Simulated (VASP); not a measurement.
# C (Pm-3m) in VASP: a series of runs

C is run at these levels: PBE; tasks: relaxation of cell and atoms.

Everything below comes from runs of VASP 6.6.1. Logs are shortened: lines on timing, memory, paths and dates and some standing lists are left out, and cuts for length are marked.

## Step 1: The cell of the first run

Symmetry: Pm-3m, No. 221, cubic system. The conventional cell has a = 1.950 Å, b = 1.950 Å, c = 1.950 Å, α = 90.00°, β = 90.00°, γ = 90.00°. C (site symmetry m-3m) has 6 C at 1.95 Å within 2.6 Å.

## Step 2: Relaxation of cell and atoms, PBE, target pressure 10 GPa, at which the enthalpy is minimised

Input file INCAR:

```
SYSTEM = C
ALGO = Normal
EDIFF = 1E-6
EDIFFG = -0.02
ENCUT = 600
GGA = PE
IBRION = 2
ISIF = 3
ISMEAR = -1
LASPH = .True.
LCHARG = .False.
LREAL = .False.
LWAVE = .False.
NELM = 100
NSW = 80
PREC = Accurate
PSTRESS = 100.0
SIGMA = 0.1
```

Input file KPOINTS:

```
k-points
0
Gamma
  11 11 11
  0 0 0
```

Input file POSCAR:

```
C
1.0
    1.9500000000      0.0000000000      0.0000000000
    0.0000000000      1.9500000000      0.0000000000
    0.0000000000      0.0000000000      1.9500000000
C
1
Direct
    0.0000000000      0.0000000000      0.0000000000
```

Potentials or basis: VASP PAW PBE potentials, release 64 (C).

Command:

```
$ cat potpaw_PBE.64/C/POTCAR > POTCAR
$ mpirun -np 1 vasp_std > vasp.out
```

OUTCAR:

```text
SYSTEM = C
   EDIFF = 1E-6
   EDIFFG = -0.02
   ENCUT = 600
   GGA = PE
   IBRION = 2
   ISIF = 3
   ISMEAR = -1
   LASPH = .True.
   LREAL = .False.
   NELM = 100
   NSW = 80
   PREC = Accurate
   PSTRESS = 100.0

 ion  position               nearest neighbor table
   1  0.000  0.000  0.000-

  LATTYP: Found a simple cubic cell.
 ALAT       =     1.9500000000

  Lattice vectors:

 A1 = (   1.9500000000,   0.0000000000,   0.0000000000)
 A2 = (   0.0000000000,   1.9500000000,   0.0000000000)
 A3 = (   0.0000000000,   0.0000000000,   1.9500000000)

Analysis of symmetry for initial positions (statically):
=====================================================================
 Subroutine PRICEL returns:
 Original cell was already a primitive cell.

 Routine SETGRP: Setting up the symmetry group for a
 simple cubic supercell.

 Subroutine GETGRP returns: Found 48 space group operations
 (whereof 48 operations were pure point group operations)
 out of a pool of 48 trial point group operations.

The static configuration has the point symmetry O_h .

Analysis of symmetry for dynamics (positions and initial velocities):
=====================================================================
 Subroutine PRICEL returns:
 Original cell was already a primitive cell.

 Routine SETGRP: Setting up the symmetry group for a
 simple cubic supercell.

 Subroutine GETGRP returns: Found 48 space group operations
 (whereof 48 operations were pure point group operations)
 out of a pool of 48 trial point group operations.

The dynamic configuration has the point symmetry O_h .

 Subroutine INISYM returns: Found 48 space group operations
 (whereof 48 operations are pure point group operations),
 and found     1 'primitive' translations

----------------------------------------------------------------------------------------

                                     Primitive cell

  volume of cell :       7.4149

  direct lattice vectors                    reciprocal lattice vectors
     1.950000000  0.000000000  0.000000000     0.512820513  0.000000000  0.000000000
     0.000000000  1.950000000  0.000000000     0.000000000  0.512820513  0.000000000
     0.000000000  0.000000000  1.950000000     0.000000000  0.000000000  0.512820513

  length of vectors
     1.950000000  1.950000000  1.950000000     0.512820513  0.512820513  0.512820513

  position of ions in fractional coordinates (direct lattice)
     0.000000000  0.000000000  0.000000000

  ion indices of the primitive-cell ions
   primitive index   ion index
                 1           1

----------------------------------------------------------------------------------------

 KPOINTS: k-points

Automatic generation of k-mesh.
 Grid dimensions read from file:
 generate k-points for:   11   11   11

 Generating k-lattice:

  Cartesian coordinates                     Fractional coordinates (reciprocal lattice)
     0.046620047  0.000000000  0.000000000     0.090909091  0.000000000  0.000000000
     0.000000000  0.046620047  0.000000000     0.000000000  0.090909091  0.000000000
     0.000000000  0.000000000  0.046620047     0.000000000  0.000000000  0.090909091

  Length of vectors
     0.046620047  0.046620047  0.046620047

  Shift w.r.t. Gamma in fractional coordinates (k-lattice)
     0.000000000  0.000000000  0.000000000

 Subroutine IBZKPT returns following result:
 ===========================================

 Found     56 irreducible k-points:

 Following reciprocal coordinates:
            Coordinates               Weight
  0.000000  0.000000  0.000000      1.000000
  0.090909  0.000000  0.000000      6.000000
  0.181818  0.000000  0.000000      6.000000
  0.272727  0.000000  0.000000      6.000000
  0.363636  0.000000  0.000000      6.000000
  0.454545  0.000000  0.000000      6.000000
[... 16 lines left out ...]
  0.181818  0.090909  0.090909     24.000000
  0.272727  0.090909  0.090909     24.000000
 [... further k-points ...]
   k-points           NKPTS =     56   k-points in BZ     NKDIM =     56   number of bands    NBANDS=      6
   number of dos      NEDOS =    301   number of ions     NIONS =      1
   total plane-waves  NPLWV =   4096
   dimension x,y,z NGX =    16 NGY =   16 NGZ =   16
   dimension x,y,z NGXF=    32 NGYF=   32 NGZF=   32
   ions per type =               1
   NGX,Y,Z   is equivalent  to a cutoff of  13.64, 13.64, 13.64 a.u.
   NGXF,Y,Z  is equivalent  to a cutoff of  27.28, 27.28, 27.28 a.u.
 SYSTEM =  C
   PREC   = accura    normal or accurate (medium, high low for compatibility)
   ISTART =      0    job   : 0-new  1-cont  2-samecut
   ICHARG =      2    charge: 1-file 2-atom 10-const
   ISPIN  =      1    spin polarized calculation?
   LNONCOLLINEAR =      F non collinear calculations
   LSORBIT =      F    spin-orbit coupling
   LASPH  =      T    aspherical Exc in radial PAW
   ENCUT  =  600.0 eV  44.10 Ry    6.64 a.u.   3.89  3.89  3.89*2*pi/ulx,y,z
   NELM   =    100;   NELMIN=  2; NELMDL= -5     # of ELM steps
   EDIFF  = 0.1E-05   stopping-criterion for ELM
   LREAL  =      F    real-space projection
   EDIFFG = -.2E-01   stopping-criterion for IOM
   NSW    =     80    number of steps for IOM
   IBRION =      2    ionic relax: 0-MD 1-quasi-New 2-CG
   NFREE  =      1    steps in history (QN), initial steepest desc. (CG)
   ISIF   =      3    stress and relaxation
   ISYM   =      2    0-nonsym 1-usesym 2-fastsym
   POTIM  = 0.5000    time-step for ionic-motion
   TEBEG  =    0.0;   TEEND  =   0.0 temperature during run
   PSTRESS=  100.0 pullay stress
   NELECT =       4.0000    total number of electrons
   NUPDOWN=      -1.0000    fix difference up-down
   EMIN   =  10.00;   EMAX   =-10.00  energy-range for DOS
   EFERMI =   0.00;   METHOD = LEGACY
   ISMEAR =    -1;   SIGMA  =   0.10  broadening in eV -4-tet -1-fermi 0-gaus
   EFERMI_NEDOS =   21; number of points for ismear=-14 and -15
   IALGO  =     38    algorithm
   IMIX   =      4    mixing-type and parameters
     AMIX     =   0.40;   BMIX     =  1.00
     AMIX_MAG =   1.60;   BMIX_MAG =  1.00
  volume/ion in A,a.u.               =       7.41        50.04
  Fermi-wavevector in a.u.,A,eV,Ry     =   1.332683  2.518406 24.164548  1.776044
  Thomas-Fermi vector in A             =   2.461599
   LORBIT       =      0    0 simple, 1 ext, 2 COOP (PROOUT), +10 PAW based schemes
   GGA     = PE    functional components
   LHFCALC =     F    Hartree Fock is set to
   AEXX    =    0.0000 exact exchange contribution
   IVDW    =     0    specifies the selected vdW correction
   LEPSILON=     F    determine dielectric tensor
   LRPA    =     F    only Hartree local field effects (RPA)
 conjugate gradient relaxation of ions
 non-spin polarized calculation
  energy-cutoff  :      600.00
  volume of cell :        7.41
 maximum number of plane-waves:       271
 NGX is ok and might be reduce to    16
   NGX =  7   NGY =  7   NGZ =  7

--------------------------------------- Ionic step        1  -------------------------------------------

 number of electron       4.0000000 magnetization

 Free energy of the ion-electron system (eV)
  ---------------------------------------------------
  ext. energy  EPLUGINS =         0.00000000
  ---------------------------------------------------
  free energy    TOTEN  =        -6.07164552 eV

  energy without entropy =       -6.05373179  energy(sigma->0) =       -6.06268866

 E-fermi :   6.6097     XC(G=0): -12.4396

 val. band max:        6.5640770448   @ k =   0.3636   0.3636   0.0000
 cond. band min:       6.6495028384   @ k =   0.2727   0.1818   0.1818
 fundamental gap:      0.0854257936
 Fermi energy:         6.6097387660

 k-point     1 :       0.0000    0.0000    0.0000
  band No.  band energies     occupation
      1     -11.4253      2.00000
      2      14.0715      0.00000
      3      14.0715      0.00000
      4      14.0715      0.00000
      5      29.6945      0.00000
      6      29.6945      0.00000

 k-point     2 :       0.0909    0.0000    0.0000
  band No.  band energies     occupation
      1     -11.1575      2.00000
      2      12.4866      0.00000
      3      14.2276      0.00000
      4      14.2276      0.00000
      5      29.9920      0.00000
      6      31.0973      0.00000
[... 263 lines left out ...]
  FREE ENERGIE OF THE ION-ELECTRON SYSTEM (eV)
  ---------------------------------------------------
  free  energy   TOTEN  =        -6.3518717879 eV

  energy  without entropy=       -6.3486482416  energy(sigma->0) =       -6.35026001

  enthalpy is  TOTEN    =        -6.0569902386 eV   P V=        0.2948815493

--------------------------------------- Ionic step        3  -------------------------------------------

 number of electron       4.0000000 magnetization

 Free energy of the ion-electron system (eV)
  ---------------------------------------------------
  ext. energy  EPLUGINS =         0.00000000
  ---------------------------------------------------
  free energy    TOTEN  =        -6.50076406 eV

  energy without entropy =       -6.49722879  energy(sigma->0) =       -6.49899642

 E-fermi :  11.8058     XC(G=0): -14.0471

 val. band max:       10.9589565830   @ k =   0.2727   0.1818   0.1818
 cond. band min:      11.8904107532   @ k =   0.4545   0.3636   0.3636
 fundamental gap:      0.9314541702
 Fermi energy:        11.8058375666

 k-point     1 :       0.0000    0.0000    0.0000
  band No.  band energies     occupation
      1     -11.2351      2.00000
      2      21.2217      0.00000
      3      21.2217      0.00000
      4      21.2217      0.00000
      5      37.4875      0.00000
      6      37.4875      0.00000

 k-point     2 :       0.0909    0.0000    0.0000
  band No.  band energies     occupation
      1     -10.9021      2.00000
      2      18.9177      0.00000
      3      21.4477      0.00000
      4      21.4477      0.00000
      5      37.8623      0.00000
      6      39.9822      0.00000
[... 220 lines left out ...]
 POSITION                                       TOTAL-FORCE (eV/Angst)
 -----------------------------------------------------------------------------------
      0.00000      0.00000      0.00000        -0.000000     -0.000000      0.000000
 -----------------------------------------------------------------------------------
    total drift:                                0.000000     -0.000000     -0.000000

  FREE ENERGIE OF THE ION-ELECTRON SYSTEM (eV)
  ---------------------------------------------------
  free  energy   TOTEN  =        -6.5007640565 eV

  energy  without entropy=       -6.4972287890  energy(sigma->0) =       -6.49899642

  enthalpy is  TOTEN    =        -6.1673369443 eV   P V=        0.3334271123

 reached required accuracy - stopping structural energy minimisation
```

It took 4 s on 1 thread of Intel Xeon 6975P-C, shared host; peak memory 0.11 GiB.

What came out:

```yaml
Free_energy: -6.5008 eV
Relaxed_volume: 5.34 Å³/atom
Relaxed_cell: a = 1.748 Å, b = 1.748 Å, c = 1.748 Å, α = 90.00°, β = 90.00°, γ = 90.00°
Space_group_after_relaxing_to_0.05_Å: Pm-3m (No. 221)
Energy_change_on_relaxing_the_enthalpy_is_what_falls: -429.1 meV/atom
Ionic_steps: 3
Pressure_after_relaxing: 9.8 GPa
Band_gap_on_the_k_mesh: zero (band 2 reaches 21.22 eV, above the bottom of band 3 at 9.91 eV)
```

Step by step:
| step | energy change (eV) | largest force (eV/Å) | pressure (GPa) | volume (Å³) |
| --- | --- | --- | --- | --- |
| 1 | 0.0000 | 0.0000 | -52.48 | 7.41 |
| 2 | -0.2802 | 0.0000 | 73.57 | 4.72 |
| 3 | -0.4291 | 0.0000 | 9.83 | 5.34 |

Final structure:
```
C
1.0
     1.74812    0.00000    0.00000
     0.00000    1.74812    0.00000
     0.00000    0.00000    1.74812
C
1
Cartesian
  0.0000 0.0000 0.0000
```

Caveat: the cell is relaxed towards a set pressure, so the enthalpy falls and the energy may rise; the volume moved by over 15 % at a fixed basis, so the end points are rough.

## Step 3: Relaxation of cell and atoms, PBE, target pressure 20 GPa, at which the enthalpy is minimised

Input file INCAR:

```
SYSTEM = C
PREC = Accurate
ENCUT = 600
EDIFF = 1E-7
ISMEAR = -1
SIGMA = 0.1
LREAL = .FALSE.
LASPH = .TRUE.
NELM = 80
ALGO = Normal
ISIF = 3
LWAVE = .FALSE.
LCHARG = .FALSE.
GGA = PE
IBRION = 2
NSW = 80
EDIFFG = -0.02
PSTRESS = 200.0
```

Input file KPOINTS:

```
regular mesh
0
G
  11 11 11
  0 0 0
```

POSCAR is that of step 2.

Potentials or basis: VASP PAW PBE potentials, release 64 (C).

Command:

```
$ cat potpaw_PBE.64/C/POTCAR > POTCAR
$ mpirun -np 1 vasp_std > vasp.out
```

OUTCAR:

```text
SYSTEM = C
   PREC = Accurate
   ENCUT = 600
   EDIFF = 1E-7
   ISMEAR = -1
   LREAL = .FALSE.
   LASPH = .TRUE.
   NELM = 80
   ISIF = 3
   GGA = PE
   IBRION = 2
   NSW = 80
   EDIFFG = -0.02
   PSTRESS = 200.0

 ion  position               nearest neighbor table
   1  0.000  0.000  0.000-

  LATTYP: Found a simple cubic cell.
 ALAT       =     1.9500000000

  Lattice vectors:

 A1 = (   1.9500000000,   0.0000000000,   0.0000000000)
 A2 = (   0.0000000000,   1.9500000000,   0.0000000000)
 A3 = (   0.0000000000,   0.0000000000,   1.9500000000)

Analysis of symmetry for initial positions (statically):
=====================================================================
 Subroutine PRICEL returns:
 Original cell was already a primitive cell.

 Routine SETGRP: Setting up the symmetry group for a
 simple cubic supercell.

 Subroutine GETGRP returns: Found 48 space group operations
 (whereof 48 operations were pure point group operations)
 out of a pool of 48 trial point group operations.

The static configuration has the point symmetry O_h .

Analysis of symmetry for dynamics (positions and initial velocities):
=====================================================================
 Subroutine PRICEL returns:
 Original cell was already a primitive cell.
[... 134 lines left out ...]
   IVDW    =     0    specifies the selected vdW correction
   LEPSILON=     F    determine dielectric tensor
   LRPA    =     F    only Hartree local field effects (RPA)
 conjugate gradient relaxation of ions
 non-spin polarized calculation
  energy-cutoff  :      600.00
  volume of cell :        7.41
 maximum number of plane-waves:       271
 NGX is ok and might be reduce to    16
   NGX =  7   NGY =  7   NGZ =  7

--------------------------------------- Ionic step        1  -------------------------------------------

 number of electron       4.0000000 magnetization

 Free energy of the ion-electron system (eV)
  ---------------------------------------------------
  ext. energy  EPLUGINS =         0.00000000
  ---------------------------------------------------
  free energy    TOTEN  =        -6.07164544 eV

  energy without entropy =       -6.05373173  energy(sigma->0) =       -6.06268859

 E-fermi :   6.6099     XC(G=0): -12.4395

 val. band max:        6.5642342054   @ k =   0.3636   0.3636   0.0000
 cond. band min:       6.6496394411   @ k =   0.2727   0.1818   0.1818
 fundamental gap:      0.0854052357
 Fermi energy:         6.6098866275

 k-point     1 :       0.0000    0.0000    0.0000
  band No.  band energies     occupation
      1     -11.4252      2.00000
      2      14.0717      0.00000
      3      14.0717      0.00000
      4      14.0717      0.00000
      5      29.6945      0.00000
      6      29.6945      0.00000
[... 391 lines left out ...]
--------------------------------------- Ionic step        6  -------------------------------------------

 number of electron       4.0000000 magnetization

 Free energy of the ion-electron system (eV)
  ---------------------------------------------------
  ext. energy  EPLUGINS =         0.00000000
  ---------------------------------------------------
  free energy    TOTEN  =        -6.48910801 eV

  energy without entropy =       -6.48575418  energy(sigma->0) =       -6.48743110

 E-fermi :  12.1960     XC(G=0): -14.1678

 val. band max:       11.3132799450   @ k =   0.2727   0.1818   0.1818
 cond. band min:      12.2770313878   @ k =   0.4545   0.3636   0.3636
 fundamental gap:      0.9637514429
 Fermi energy:        12.1959854633

 k-point     1 :       0.0000    0.0000    0.0000
  band No.  band energies     occupation
      1     -11.2176      2.00000
      2      21.8144      0.00000
      3      21.8144      0.00000
      4      21.8144      0.00000
      5      38.1270      0.00000
      6      38.1270      0.00000
[... 239 lines left out ...]
  energy  without entropy=       -6.4857541826  energy(sigma->0) =       -6.48743110

  enthalpy is  TOTEN    =        -5.8379990003 eV   P V=        0.6511090090

 reached required accuracy - stopping structural energy minimisation
```

OSZICAR:

```text
N       E                     dE             d eps       ncg     rms          rms(c)
DAV:   1    -0.195588228695E+01   -0.19559E+01   -0.25231E+03   702   0.717E+02
DAV:   2    -0.601996642812E+01   -0.40641E+01   -0.37113E+01   864   0.514E+01
DAV:   3    -0.605738819177E+01   -0.37422E-01   -0.37259E-01   798   0.593E+00
DAV:   4    -0.605742193181E+01   -0.33740E-04   -0.33740E-04  1050   0.172E-01
[... 39 lines left out ...]
       N       E                     dE             d eps       ncg     rms          rms(c)
DAV:   1    -0.648912882061E+01    0.20758E-02   -0.17254E-03   672   0.397E-01    0.363E-02
DAV:   2    -0.648911434511E+01    0.14475E-04   -0.85416E-06   738   0.326E-02    0.198E-02
DAV:   3    -0.648910800770E+01    0.63374E-05   -0.10292E-05   678   0.264E-02    0.255E-03
DAV:   4    -0.648910800928E+01   -0.15756E-08   -0.20323E-08   426   0.209E-03
   6 F= -.58379990E+01 E0= -.58363221E+01  d E =-.805560E-04
```

Run time: 6.4 s. Hardware: 1 thread of Intel Xeon 6975P-C, shared host; peak memory 0.11 GiB.

Results:

```
Free energy                                            : -6.4891 eV
Relaxed volume                                         : 5.22 Å³/atom
Relaxed cell                                           : a = 1.734 Å, b = 1.734 Å, c = 1.734 Å, α = 90.00°, β = 90.00°, γ = 90.00°
Space group after relaxing (to 0.05 Å)                 : Pm-3m (No. 221)
Energy change on relaxing (the enthalpy is what falls) : -417.5 meV/atom
Ionic steps                                            : 6
Pressure after relaxing                                : 20.0 GPa
Band gap on the k mesh                                 : zero (band 2 reaches 21.81 eV, above the bottom of band 3 at 10.42 eV)
```

The path:
```tsv
step	energy change (eV)	largest force (eV/Å)	pressure (GPa)	volume (Å³)
1	0.0000	0.0000	-52.49	7.41
2	-0.0541	0.0000	131.77	4.37
3	-0.4200	0.0000	18.21	5.24
4	-0.4152	0.0000	21.51	5.20
5	-0.4196	0.0000	18.51	5.23
6	-0.4175	0.0000	20.01	5.22
```

Final structure:
```
CELL_PARAMETERS angstrom
1.73425 0.00000 0.00000
0.00000 1.73425 0.00000
0.00000 0.00000 1.73425
ATOMIC_POSITIONS crystal
C 0.00000 0.00000 0.00000
```

Levels at points of the mesh, in eV from the Fermi level:
| k point | band 1 | band 2 | band 3 | band 4 | band 5 | band 6 |
| --- | --- | --- | --- | --- | --- | --- |
| (0.00, 0.00, 0.00) | -23.41 | 9.62 | 9.62 | 9.62 | 25.93 | 25.93 |

Caveat: the cell is relaxed towards a set pressure, so the enthalpy falls and the energy may rise; the volume moved by over 15 % at a fixed basis, so the end points are rough.
